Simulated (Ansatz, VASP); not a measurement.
LiCaAlZnSi in VASP and in Ansatz

```xyz
20
Lattice="-5.5581 5.5401 -1.3282 -5.1411 -1.3505 4.3093 1.7860 5.7911 4.9966" Properties=species:S:1:pos:R:3 pbc="T T T"
Li   -0.7502    4.7547    3.1479
Li   -3.3018    3.1337    5.7459
Li   -1.4097    4.9505    6.0481
Li   -5.9209    4.9359   -0.0458
Al   -3.8714    5.1790    8.0948
Al   -3.5121    0.8356    3.4684
Al   -1.8840    1.5333    1.3866
Al   -1.3121    7.3946    3.8057
Si   -3.6694    4.0597   -0.8830
Si   -4.9189    4.7208    2.3460
Si   -5.3192    5.4385    5.7854
Si   -3.8190    9.4776    2.7186
Ca   -3.4686    7.8904    5.9475
Ca   -6.0156    2.6956    4.3102
Ca   -6.0560    7.3266    3.0787
Ca   -8.3761    5.3970    5.2560
Zn   -7.3761    4.4499    2.1879
Zn   -2.9981    3.2814    2.9876
Zn   -3.2955    5.5602    4.0691
Zn   -6.5887    8.0268    5.9555
```

Alike in both runs: functional PBE; k mesh 3 × 3 × 3; occupations gaussian, width 0.1 eV; no spin polarisation.

Ansatz relaxed the structure, and its values are those at the end. VASP's run is a single point on that final structure, the one shown.

|  | VASP | Ansatz |
| --- | --- | --- |
| version | VASP 6.6.1 | Ansatz 0.2.0 |
| potentials or method | VASP PAW PBE potentials, release 64 (Li_sv, Al, Si, Ca_sv, Zn), cutoff 520 eV | scalar-relativistic, plane waves, PAW |
| valence electrons in the cell | 128 | 128 |

```csv
,VASP,Ansatz,Ansatz less VASP
gap on the k mesh at the Fermi level (eV),none,none,-
rms of the force components (eV/Å),0.007,0.005,-0.0022
```

A gap of «none» marks a metal or a gap that the smearing closes. The functional is the same, so the differences come from potentials, cutoffs and numerics.

Noted on VASP's run: the cutoff is under 1.25 times that of the potentials, so the pressure is a little rough.
